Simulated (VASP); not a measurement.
**Ti12H (a cell with a defect): single point with PBE**

System: Ti12H (a cell with a defect).

```
Ti H
1.0
     5.90000    0.00000    0.00000
    -4.42500    7.66432    0.00000
     0.00000    0.00000    4.68460
Ti H
12 1
Direct
  0.99569 0.97899 0.03196
  0.17208 0.22307 0.55578
  0.98288 0.33754 0.01067
  0.16054 0.55278 0.54585
  0.99451 0.64748 0.98143
  0.20929 0.92375 0.48668
  0.49602 0.99984 0.97473
  0.69244 0.25026 0.49142
  0.50221 0.31687 0.01402
  0.62462 0.54093 0.45013
  0.44022 0.66583 0.03759
  0.73008 0.90058 0.53930
  0.66083 0.02856 0.31734
```

```
Program             : VASP 6.6.1
Task                : single point
Functional          : PBE
Potentials or basis : VASP PAW PBE potentials, release 64 (Ti_sv, H)
Cutoff              : 520 eV
k mesh              : 2 × 2 × 2
Occupations         : fermi-dirac, width 0.15 eV
Spin                : no spin polarisation
```

```yaml
Pressure: 2.6 GPa
Largest_force: 1.963 eV/Å
Band_gap_on_the_k_mesh: zero (an odd number of electrons rules out a gap without spin polarisation)
```

Forces on the atoms (eV/Å):
```
Ti  -0.366  0.169 -0.146
Ti   0.126  0.178 -0.132
Ti   0.897 -0.466  0.365
Ti   0.280  0.604 -1.132
Ti  -1.715  0.782  0.550
Ti   0.781 -0.959  0.084
Ti   0.221 -0.044 -0.031
Ti   0.005 -0.821  0.369
Ti  -0.983 -0.099 -0.732
Ti   0.463  1.060  0.947
Ti   1.586 -0.105 -0.304
Ti  -0.506 -1.210  0.391
H   -0.790  0.911 -0.230
```

Stress tensor (GPa, compression positive):
```
 2.78  1.24  1.63
 1.24  0.15 -0.18
 1.63 -0.18  4.76
```

Levels at points of the mesh, in eV from the Fermi level:
```
           k point  band 70  band 71  band 72  band 73  band 74  band 75
(0.00, 0.00, 0.00)    -0.26    -0.15     0.23     0.33     0.39     0.49
(0.50, 0.00, 0.00)    -0.39    -0.33    -0.25    -0.03     0.08     0.18
(0.00, 0.50, 0.00)    -0.21    -0.08     0.03     0.22     0.26     0.36
(0.50, 0.50, 0.00)    -0.40    -0.34    -0.14    -0.10     0.00     0.10
(0.00, 0.00, 0.50)    -0.30    -0.09     0.02     0.19     0.23     0.36
(0.50, 0.00, 0.50)    -0.34    -0.31    -0.20    -0.14    -0.09     0.01
(0.00, 0.50, 0.50)    -0.10    -0.07     0.04     0.07     0.11     0.19
(0.50, 0.50, 0.50)    -0.34    -0.31    -0.28    -0.21    -0.18    -0.08
```

Wall time 9.9 min on 1 thread of Intel Xeon 8259CL, with other jobs on the host, peak memory 0.39 GiB.

Caveat: the k points lie up to 0.67 Å⁻¹ apart, too coarse for converged energies and pressures of a metal; the atoms stand as in a frame of molecular dynamics.
